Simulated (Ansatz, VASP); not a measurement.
# Ag in VASP and in Ansatz

INCAR

```
ALGO     = Fast           # electronic algorithm
EDIFF    = 1E-7           # SCF threshold, eV
ENCUT    = 520            # plane-wave cutoff, eV
GGA      = PS             # functional
ISIF     = 2              # what is computed and relaxed
ISMEAR   = 0              # smearing method
LASPH    = True           # aspherical terms in the spheres
LCHARG   = False          # write CHGCAR
LREAL    = False          # projectors in reciprocal space
LWAVE    = False          # write WAVECAR
NBANDS   = 12             # bands
NELM     = 100            # most SCF steps
PREC     = Accurate       # precision mode
SIGMA    = 0.15           # smearing width, eV
```

Contents of KPOINTS:

```
k-points
0
Gamma
  20 20 20
```

File POSCAR:

```
Ag
1.0
   -1.7384367000      1.7384367000      1.6142626500
    1.7384367000     -1.7384367000      1.6142626500
    1.7384367000      1.7384367000     -1.6142626500
Ag
1
Direct
    0.0000000000      0.0000000000      0.0000000000
```

Input for Ansatz:

```yaml
crystal:
  lattice:
    - [-1.7384367, 1.7384367, 1.61426265]
    - [1.7384367, -1.7384367, 1.61426265]
    - [1.7384367, 1.7384367, -1.61426265]
  atoms:
    - { symbol: Ag, position: [0.0, 0.0, 0.0] }
basis:
  ecutwfc: 420
kpoints:
  mp_grid: { grid: [20, 20, 20] }
hamiltonian:
  xc: pbesol
scf:
  occupations: { method: gaussian, width: 0.15 }
output:
  forces: true
  stress: true
  eigenvalues: true
```

Change from the starting cell: strain +0.050 along x and y, -0.025 along z, atoms carried along.

Alike in both runs: task single point; functional PBEsol; k mesh 20 × 20 × 20; occupations gaussian, width 0.15 eV; no spin polarisation.

```csv
,VASP,Ansatz
version,VASP 6.6.1,Ansatz 0.2.0
potentials or method,"VASP PAW PBE potentials, release 64 (Ag), cutoff 520 eV","scalar-relativistic, plane waves, PAW"
valence electrons in the cell,11,19
```

|  | VASP | Ansatz | Ansatz less VASP |
| --- | --- | --- | --- |
| gap on the k mesh at the Fermi level (eV) | none | none | - |
| pressure (GPa) | -11.3 | -11.3 | +0.02 |
| traceless stress, the component that is largest in VASP (GPa) | -0.28 | -0.29 | -0.007 |

VASP's potentials were made for PBE, not for PBEsol. A gap of «none» marks a metal or a gap that the smearing closes. VASP's potentials hold 11 valence electrons a cell and Ansatz's 19, so a difference there can come from the potentials and not from the codes.
